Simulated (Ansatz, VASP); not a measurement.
# One calculation of SiC, two programs

INCAR

```
PREC = Accurate
ENCUT = 600
EDIFF = 1E-6
ISMEAR = 0
SIGMA = 0.02
LREAL = F
LASPH = T
NELM = 120
ALGO = Normal
ISIF = 2
LWAVE = F
LCHARG = F
GGA = PE
NBANDS = 11
GGA_COMPAT = F
```

Contents of KPOINTS:

```
Automatic mesh
0
Gamma
  10 10 10
```

File POSCAR:

```
SiC
1.0
    0.0000000000      2.1898586773      2.1898586773
    2.1898586773      0.0000000000      2.1898586773
    2.1898586773      2.1898586773      0.0000000000
Si C
1 1
Direct
    0.0000000000      0.0000000000      0.0000000000
    0.2500000000      0.2500000000      0.2500000000
```

Input for Ansatz:

```yaml
crystal:
  lattice:
    - [0.0, 2.1898586773, 2.1898586773]
    - [2.1898586773, 0.0, 2.1898586773]
    - [2.1898586773, 2.1898586773, 0.0]
  atoms:
    - { symbol: Si, position: [0.0, 0.0, 0.0] }
    - { symbol: C, position: [0.25, 0.25, 0.25] }
basis:
  ecutwfc: 420
kpoints:
  mp_grid: { grid: [10, 10, 10] }
  band_path:
    path:
      - [[0.0, 0.0, 0.0], [-0.5, -0.5, 0.0], [-0.375, -0.375, 0.25]]
      - [[-0.375, 0.0, 0.375], [0.0, 0.0, 0.0], [0.0, 0.0, 0.5], [-0.5, -0.25, 0.25], [-0.5, -0.5, 0.0]]
    npoints: 10
hamiltonian:
  xc: pbe
  pseudopotentials: { kind: paw, azcp: { folder: soft_1 } }
scf:
  occupations: { method: gaussian, width: 0.02 }
  n_extra_bands: 7
output:
  forces: true
  stress: true
  eigenvalues: true
```

Alike in both runs: task single point; functional PBE; k mesh 10 × 10 × 10; occupations gaussian, width 0.02 eV; no spin polarisation.

```csv
,VASP,Ansatz
version,VASP 6.6.1,Ansatz 0.2.0
potentials or method,"VASP PAW PBE potentials, release 64 (Si, C), cutoff 600 eV","scalar-relativistic, plane waves, PAW"
valence electrons in the cell,8,8
```

|  | VASP | Ansatz | Ansatz less VASP |
| --- | --- | --- | --- |
| gap on the k mesh at the Fermi level (eV) | 1.37 | 1.37 | +0.002 |
| least direct gap on the mesh (eV) | 4.53 | 4.53 | +0.008 |
| pressure (GPa) | -0.2 | 0.0 | +0.18 |
